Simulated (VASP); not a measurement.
The system is HfO2.

```
Hf O
1.0
     0.00000    2.52918    2.52918
     2.52918    0.00000    2.52918
     2.52918    2.52918    0.00000
Hf O
1 2
Cartesian
  0.0000 0.0000 0.0000
  1.2646 1.2646 1.2646
  3.7938 3.7938 3.7938
```

Base run:

| Quantity | Value |
| --- | --- |
| Program | VASP 6.6.1 |
| Functional | PBE |
| Potentials or basis | VASP PAW PBE potentials, release 64 (Hf_pv, O) |
| Cutoff | 520 eV |
| k mesh | 8 × 8 × 8 |
| Occupations | fermi-dirac, width 0.02 eV |
| Spin | no spin polarisation |

Its results: band gap on the k mesh 3.82 eV, direct; pressure 2.1 GPa.

The run is repeated on the same cell with these changes: functional from PBE to r2SCAN; occupations from fermi-dirac, width 0.02 eV to gaussian, width 0.01 eV. What comes out?

Band gap on the k mesh 4.32 eV, direct; pressure -3.9 GPa.

Caveats: spin-orbit coupling is left out, which moves the levels of the heavy elements; the PAW data sets were made with another functional, which shifts forces and pressure a little (some runs).

A k mesh can miss the band edges.
